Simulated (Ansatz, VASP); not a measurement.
One calculation of YZr2O2, two programs

File INCAR:

```
PREC = Accurate
ENCUT = 520
EDIFF = 1E-6
ISMEAR = 0
SIGMA = 0.1
LREAL = False
LASPH = True
NELM = 80
ALGO = Normal
ISIF = 2
LWAVE = False
LCHARG = False
GGA = PE
NBANDS = 32
```

KPOINTS

```
regular mesh
0
Gamma
  6 6 4
```

POSCAR

```
YZr2O2
1.0
    4.0600465200      0.0000000000      0.0000000000
   -2.0300232600      3.5161034300      0.0000000000
    0.0000000000      0.0000000000      5.6215566600
Y Zr O
1 2 2
Direct
    0.0000000000      0.0000000000      0.0285485800
    0.3333333300      0.6666666700      0.5397480300
    0.6666666700      0.3333333300      0.5397480300
    0.3333333300      0.6666666700      0.0598094600
    0.6666666700      0.3333333300      0.0598094600
```

Input for Ansatz:

```yaml
crystal:
  lattice:
    - [4.06004652, 0.0, 0.0]
    - [-2.03002326, 3.51610343, 0.0]
    - [0.0, 0.0, 5.62155666]
  atoms:
    - { symbol: "Y", position: [0.0, 0.0, 0.02854858] }
    - { symbol: Zr, position: [0.33333333, 0.66666667, 0.53974803] }
    - { symbol: Zr, position: [0.66666667, 0.33333333, 0.53974803] }
    - { symbol: O, position: [0.33333333, 0.66666667, 0.05980946] }
    - { symbol: O, position: [0.66666667, 0.33333333, 0.05980946] }
basis:
  ecutwfc: 420
kpoints:
  mp_grid: { grid: [6, 6, 4] }
hamiltonian:
  xc: pbe
scf:
  occupations: { method: gaussian, width: 0.1 }
  lower_state_search: "off"
output:
  forces: true
  stress: true
  eigenvalues: true
```

Alike in both runs: task single point; functional PBE; k mesh 6 × 6 × 4; occupations gaussian, width 0.1 eV; no spin polarisation.

```csv
,VASP,Ansatz
version,VASP 6.6.1,Ansatz 0.2.0
potentials or method,"VASP PAW PBE potentials, release 64 (Y_sv, Zr_sv, O), cutoff 520 eV","scalar-relativistic, plane waves, PAW"
valence electrons in the cell,47,47
```

Ansatz gave:

| Property | Result |
| --- | --- |
| gap on the k mesh at the Fermi level (eV) | none |
| pressure (GPa) | 11.8 |
| traceless stress, the component that is largest in VASP (GPa) | -35.60 |
| rms of the force components (eV/Å) | 0.245 |

Q: Estimate VASP's values.

A: gap on the k mesh at the Fermi level (eV): none; pressure (GPa): 12.1; traceless stress, the component that is largest in VASP (GPa): -35.96; rms of the force components (eV/Å): 0.244.

Atom by atom the forces differ by 0.001 eV/Å (rms over components). A gap of «none» marks a metal or a gap that the smearing closes.
